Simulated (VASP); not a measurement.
# MnO (Fm-3m) in VASP: further runs, part 2 of 2

VASP 6.6.1. The steps go on from the part before.

### 4 Single point, PBE, collinear spin, ferromagnetic start

Contents of INCAR:

```
  PREC = Accurate
  ENCUT = 600
  EDIFF = 1E-6
  ISMEAR = -1
  SIGMA = 0.05
  LREAL = F
  LASPH = T
  NELM = 200
  ALGO = Normal
  ISIF = 2
  LWAVE = F
  LCHARG = F
  ISPIN = 2
  MAGMOM = 2 0
  LORBIT = 11
  NUPDOWN = 2.0
  LMAXMIX = 4
  GGA = PE
  NBANDS = 22
  GGA_COMPAT = F
```

Contents of KPOINTS:

```
Automatic mesh
0
Gamma
  9 9 9
```

Contents of POSCAR:

```
MnO
1.0
    0.0000000000      2.2239077028      2.2239077028
    2.2239077028      0.0000000000      2.2239077028
    2.2239077028      2.2239077028      0.0000000000
Mn O
1 1
Direct
    0.0000000000      0.0000000000      0.0000000000
    0.5000000000      0.5000000000      0.5000000000
```

Potentials or basis: VASP PAW PBE potentials, release 64 (Mn_sv, O).

Command:

```sh
$ cat potpaw_PBE.64/Mn_sv/POTCAR potpaw_PBE.64/O/POTCAR > POTCAR
$ mpirun -np 1 vasp_std > vasp.out
```

OUTCAR:

```text
PREC = Accurate
   ENCUT = 600
   EDIFF = 1E-6
   ISMEAR = -1
   LREAL = F
   LASPH = T
   NELM = 200
   ISIF = 2
   ISPIN = 2
   LORBIT = 11
   NUPDOWN = 2.0
   GGA = PE

 ion  position               nearest neighbor table
   1  0.000  0.000  0.000-   2 2.22   2 2.22   2 2.22   2 2.22   2 2.22   2 2.22
   2  0.500  0.500  0.500-   1 2.22   1 2.22   1 2.22   1 2.22   1 2.22   1 2.22

  LATTYP: Found a face centered cubic cell.
 ALAT       =     4.4478154056

  Lattice vectors:

 A1 = (   0.0000000000,   2.2239077028,   2.2239077028)
 A2 = (   2.2239077028,   0.0000000000,   2.2239077028)
 A3 = (   2.2239077028,   2.2239077028,   0.0000000000)

Analysis of symmetry for initial positions (statically):
=====================================================================
 Subroutine PRICEL returns:
 Original cell was already a primitive cell.

 Routine SETGRP: Setting up the symmetry group for a
 face centered cubic supercell.

 Subroutine GETGRP returns: Found 48 space group operations
 (whereof 48 operations were pure point group operations)
 out of a pool of 48 trial point group operations.

The static configuration has the point symmetry O_h .

Analysis of symmetry for dynamics (positions and initial velocities):
=====================================================================
 Subroutine PRICEL returns:
 Original cell was already a primitive cell.

 Routine SETGRP: Setting up the symmetry group for a
 face centered cubic supercell.

 Subroutine GETGRP returns: Found 48 space group operations
 (whereof 48 operations were pure point group operations)
 out of a pool of 48 trial point group operations.

The dynamic configuration has the point symmetry O_h .

Analysis of structural, dynamic, and magnetic symmetry:
=====================================================================
 Subroutine PRICEL returns:
[... 150 lines left out ...]
  ---------------------------------------------------
  ext. energy  EPLUGINS =         0.00000000
  ---------------------------------------------------
  free energy    TOTEN  =       -15.04248842 eV

  energy without entropy =      -15.01028519  energy(sigma->0) =      -15.02638681

 E-fermi :   9.5354     XC(G=0): -12.0439

 val. band max:        9.5348222821   @ k =   0.3333   0.0000   0.0000
 cond. band min:       8.4892140764   @ k =   0.3333   0.3333   0.0000
 fundamental gap:     -1.0456082057
 Fermi energy:         8.4393608583

 spin component 1

 k-point     1 :       0.0000    0.0000    0.0000
  band No.  band energies     occupation
      1     -71.5126      1.00000
      2     -40.2410      1.00000
      3     -40.2410      1.00000
      4     -40.2410      1.00000
      5     -11.3636      1.00000
      6       5.0773      1.00000
[... 589 lines left out ...]
     21      37.3231      0.00000
     22      37.3231      0.00000

 [... further k-points ...]

 spin component 2

 k-point     1 :       0.0000    0.0000    0.0000
  band No.  band energies     occupation
      1     -69.3545      1.00000
      2     -38.1273      1.00000
      3     -38.1273      1.00000
      4     -38.1273      1.00000
      5     -11.3746      1.00000
      6       5.0398      1.00000
[... 589 lines left out ...]
     21      37.3312      0.00000
     22      37.3312      0.00000

 [... further k-points ...]

------------------------ aborting loop because EDIFF is reached ----------------------------------------

  FORCE on cell =-STRESS in cart. coord.  units (eV):
  Direction    XX          YY          ZZ          XY          YZ          ZX
  --------------------------------------------------------------------------------------
  -------------------------------------------------------------------------------------
  Total       -4.2920887     -4.2920887     -4.2920887      0.0000000     -0.0000000      0.0000000
  in kB     -312.6072130   -312.6072130   -312.6072130      0.0000000     -0.0000000      0.0000000
  external PRESSURE =    -312.6072130 kB  Pullay stress =       0.0000000 kB

 VOLUME and BASIS-vectors are now :
 -----------------------------------------------------------------------------
  energy-cutoff  :      600.00
  volume of cell :       22.00
      direct lattice vectors                 reciprocal lattice vectors
     0.000000000  2.223907703  2.223907703    -0.224829474  0.224829474  0.224829474
     2.223907703  0.000000000  2.223907703     0.224829474 -0.224829474  0.224829474
     2.223907703  2.223907703  0.000000000     0.224829474  0.224829474 -0.224829474

 POSITION                                       TOTAL-FORCE (eV/Angst)
 -----------------------------------------------------------------------------------
      0.00000      0.00000      0.00000         0.000000     -0.000000      0.000000
      2.22391      2.22391      2.22391        -0.000000      0.000000     -0.000000
 -----------------------------------------------------------------------------------
    total drift:                                0.000000      0.000000      0.000000

  FREE ENERGIE OF THE ION-ELECTRON SYSTEM (eV)
  ---------------------------------------------------
  free  energy   TOTEN  =       -15.0424884248 eV

  energy  without entropy=      -15.0102851947  energy(sigma->0) =      -15.02638681

 total charge

# of ion       s       p       d       tot
------------------------------------------
    1        2.102   6.001   4.724  12.827
    2        1.552   3.354   0.000   4.906
--------------------------------------------------
tot          3.654   9.355   4.724  17.733

 magnetization (x)

# of ion       s       p       d       tot
------------------------------------------
    1        0.007   0.004   1.908   1.919
    2        0.003  -0.024   0.000  -0.021
--------------------------------------------------
tot          0.010  -0.020   1.908   1.898
```

Wall time 42 s (1 thread of AMD EPYC 9R45 (Zen 5), shared host); peak memory 0.16 GiB.

Results:

```yaml
Free_energy: -15.0425 eV
Pressure: -31.3 GPa
Net_moment: 2.00 μB per cell
Site_moments: Mn +1.92; O -0.02 μB
Valence_electrons_inside_the_program's_atomic_spheres: Mn 12.83; O 4.91
```

Caveat: the total moment is fixed, so each spin has its own Fermi level; a cell with one magnetic atom can't hold antiferromagnetic order, which such compounds often take.

### 5 Summary

| potentials or basis | fixed moment (μB) | k mesh | cutoff (eV) | second run | pressure (GPa) | moment (μB) |
| --- | --- | --- | --- | --- | --- | --- |
| VASP PAW PBE potentials, release 64 (Mn_pv, O) | 4.0 | 10 × 10 × 10 | 520 | - | -12.6 | 4.00 |
| VASP PAW PBE potentials, release 64 (Mn_pv, O) | 4.8 | 10 × 10 × 10 | 520 | - | 0.4 | 4.80 |
| VASP PAW PBE potentials, release 64 (Mn_sv, O) | 2.0 | 9 × 9 × 9 | 600 | valence_matched | -31.3 | 2.00 |

Alike in all rows: task single point; level PBE; spin collinear, ferromagnetic start; cell as given; smearing fermi-dirac 0.05 eV.

Caveats: the total moment is fixed, so each spin has its own Fermi level; a cell with one magnetic atom can't hold antiferromagnetic order, which such compounds often take.

Absolute energies hang on the potentials; compare differences alone.
